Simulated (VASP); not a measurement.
Runs of VASP 6.6.1 on PrWCl2. The structure is that of space group P6/mmm (No. 191), or close to it. The cells are those of the table. The cell was generated, and may not be a known phase.

| spin | cell | k mesh | gap on the mesh (eV) | pressure (GPa) | moment (μB) |
| --- | --- | --- | --- | --- | --- |
| collinear | a = 4.802, b = 4.802, c = 6.334 Å, angles 90.0, 90.0, 120.0°, 4 atoms | 6 × 6 × 4 | none | (a) | 0.94 |
| off | a = 4.802, b = 4.802, c = 6.334 Å, angles 90.0, 90.0, 120.0°, 4 atoms | 6 × 6 × 4 | none | (b) | - |
| collinear | a = 4.750, b = 4.750, c = 5.393 Å, angles 90.0, 90.0, 120.0°, 4 atoms | 6 × 6 × 4 | none | -0.2 | 0.01 |
| off | a = 4.698, b = 4.698, c = 5.510 Å, angles 90.0, 90.0, 120.0°, 4 atoms | 12 × 12 × 10 | none | 0.0 | - |

Alike in all rows: task single point; level PBE; potentials or basis VASP PAW PBE potentials, release 64 (Pr_3, W_sv, Cl), 4f in core; cutoff (eV) 500; smearing gaussian 0.1 eV.

Task: Estimate the missing entries.

Result: (a) -5.9; (b) -6.4.

Caveats: spin-orbit coupling is left out, which moves the levels of the heavy elements; the 4f electrons are frozen in the core, so they carry no moment and show no levels; the magnetic or orbital state may not be the lowest (at least some runs); the cell stands under tension (at least some runs); an odd number of electrons without spin polarisation forces a metal (at least some runs); a magnetic or distorted state may lie lower (at least some runs).

A k mesh can miss the band edges, and the runs leave out spin-orbit coupling on Pr, W.

A gap of «none» marks levels without a gap at the run's occupations.
